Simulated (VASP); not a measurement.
Set up this calculation in VASP 6.6.1, as the native input.

| Quantity | Value |
| --- | --- |
| Task | single point |
| Functional | PBE |
| Potentials or basis | VASP PAW PBE potentials, release 64 (Li_sv, Ta_pv, O) |
| Cutoff | 520 eV |
| k mesh | 6 × 6 × 4 |
| Occupations | gaussian, width 0.1 eV |
| Spin | no spin polarisation |
| Dipole correction | no |
| Further INCAR settings | ALGO = Normal; EDIFF = 1e-06; NBANDS = 21 |

The structure of LiTaO2 lies in POSCAR:

```
LiTaO2
1.0
    2.7183820100      0.0000000000      0.0000000000
    0.0000000000      3.2371193400      0.0000000000
    0.0000000000      0.0000000000      5.2160187400
Li Ta O
1 1 2
Direct
    0.5000000000      0.5000000000      0.5000000000
    0.0000000000      0.0000000000      0.0000000000
    0.0000000000      0.5000000000      0.2708497900
    0.0000000000      0.5000000000      0.7291502100
```

The cell was built from a structure type or drawn by symmetry, and may not be a known phase.

The input as run:

INCAR

```
PREC = Accurate
ENCUT = 520
EDIFF = 1E-6
ISMEAR = 0
SIGMA = 0.1
LREAL = F
LASPH = T
NELM = 60
ALGO = Normal
ISIF = 2
LWAVE = F
LCHARG = T
GGA = PE
LELF = T
LVHAR = T
NBANDS = 21
```

KPOINTS

```
Automatic mesh
0
Gamma
  6 6 4
```

Potentials or basis: VASP PAW PBE potentials, release 64 (Li_sv, Ta_pv, O).

The run is started by

```sh
$ cat potpaw_PBE.64/Li_sv/POTCAR potpaw_PBE.64/Ta_pv/POTCAR potpaw_PBE.64/O/POTCAR > POTCAR
$ mpirun -np 1 vasp_std > vasp.out
```

It gave:

```
Largest force          : 3.990 eV/Å
Band gap on the k mesh : zero (bands 13 and 14 overlap by 0.64 eV)
```

Caveat: the k points lie up to 0.39 Å⁻¹ apart, too coarse for converged energies and pressures of a metal; spin-orbit coupling is left out, which moves the levels of the heavy elements; forces of over 1 eV/Å act on the atoms, so gaps and moduli don't describe the material at rest.

Run time: 58 s on 1 thread of Intel Xeon 8259CL (shared host), peak memory 0.18 GiB.
